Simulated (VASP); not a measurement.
A run of VASP 6.6.1:

INCAR

```
SYSTEM = SnTe2
  PREC = Accurate
  ENCUT = 520
  EDIFF = 1E-6
  ISMEAR = 1
  SIGMA = 0.001
  LREAL = .FALSE.
  LASPH = .TRUE.
  NELM = 60
  ALGO = Normal
  ISIF = 2
  LWAVE = .FALSE.
  LCHARG = .TRUE.
  GGA = PE
  LELF = .TRUE.
  LVHAR = .TRUE.
  NBANDS = 35
```

File KPOINTS:

```
Automatic mesh
0
G
  4 4 4
  0 0 0
```

The input POSCAR:

```
SnTe2
1.0
    6.9585660197      0.0000000000      0.0000000000
    0.0000000000      6.9585660197      0.0000000000
    0.0000000000      0.0000000000      4.4179125098
Sn Te
2 4
Direct
    0.0000000000      0.0000000000      0.0000000000
    0.5000000000      0.5000000000      0.5000000000
    0.3023537661      0.3023537661      0.0000000000
    0.1976462339      0.8023537661      0.5000000000
    0.8023537661      0.1976462339      0.5000000000
    0.6976462339      0.6976462339      0.0000000000
```

Potentials or basis: VASP PAW PBE potentials, release 64 (Sn_d, Te).

Launch:

```sh
$ cat potpaw_PBE.64/Sn_d/POTCAR potpaw_PBE.64/Te/POTCAR > POTCAR
$ mpirun -np 1 vasp_std > vasp.out
```

Hardware: 1 thread of Intel(R) Xeon(R) 6975P-C (Granite Rapids) (shared host).

**Question.** Estimate the wall time of this run.

**Answer.** Run time: 61 s on 1 thread of Intel(R) Xeon(R) 6975P-C (Granite Rapids), with other jobs on the host, peak memory 0.36 GiB. Counts: scf iterations 13, k points 18.
